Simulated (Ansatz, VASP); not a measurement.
## SnTe in VASP and in Ansatz

```xyz
2
Lattice="0.0000 3.1717 3.1717 3.1717 0.0000 3.1717 3.1717 3.1717 0.0000" Properties=species:S:1:pos:R:3 pbc="T T T"
Te    3.1717    3.1717    3.1717
Sn    0.0000    0.0000    0.0000
```

Alike in both runs: task single point; functional r2SCAN; dispersion rVV10; k mesh 7 × 7 × 7; occupations fermi-dirac, width 0.05 eV; no spin polarisation.

|  | VASP | Ansatz |
| --- | --- | --- |
| version | VASP 6.6.1 | Ansatz 0.2.0 |
| potentials or method | VASP PAW PBE potentials, release 64 (Te, Sn_d) | Ansatz PAW |
| plane-wave cutoff (eV) | 520 | 500 |
| valence electrons in the cell | 20 | 30 |

Ansatz gave:

| Quantity | Value |
| --- | --- |
| pressure (GPa) | -0.3 |

Q: Estimate VASP's values.

A: Pressure (GPa): -0.2.

VASP's potentials were made for PBE, not for r2SCAN. VASP's potentials hold 20 valence electrons a cell and Ansatz's 30, so a difference there can come from the potentials and not from the codes.

Spin-orbit coupling is off throughout.
